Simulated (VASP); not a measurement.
Here is a VASP 6.6.1 calculation.

The input INCAR:

```
SYSTEM = Cu
ALGO = Fast ; EDIFF = 1E-6
ENCUT = 520 ; GGA = PS
ISIF = 2 ; ISMEAR = 0
LASPH = .TRUE. ; LCHARG = .TRUE.
LELF = .TRUE. ; LREAL = .FALSE.
LVHAR = .TRUE. ; LWAVE = .FALSE.
NBANDS = 18 ; NELM = 100
PREC = Accurate ; SIGMA = 0.15
```

File KPOINTS:

```
k-points
0
G
  20 20 20
  0 0 0
```

POSCAR

```
Cu
1.0
    1.2672022376     -4.1354331308      0.0000000000
    1.2672022376      4.1354331308      0.0000000000
    0.0000000000      0.0000000000      2.4754955235
Cu
2
Direct
    0.1338666500      0.8661333500      0.2500000000
    0.8661333500      0.1338666500      0.7500000000
```

Potentials or basis: VASP PAW PBE potentials, release 64 (Cu).

Command:

```console
$ cat potpaw_PBE.64/Cu/POTCAR > POTCAR
$ mpirun -np 1 vasp_std > vasp.out
```

Task: What does it give for the largest force?

Result: 0.099 eV/Å.

Task: Estimate the band gap on the k mesh.

Result: Zero (bands 11 and 12 overlap by 5.47 eV).

Task: What does it give for the pressure?

Result: -9.8 GPa.

Forces in eV/Å, atoms in the order of the input:
```
Cu   0.000 -0.099  0.000
Cu   0.000  0.099  0.000
```

Caveat: the cell differs from its parent crystal (strain +0.040 along x and y, +0.000 along z); the stress differs along the axes, from -12 to -6 GPa; the PAW data sets were made with another functional, which shifts forces and pressure a little.
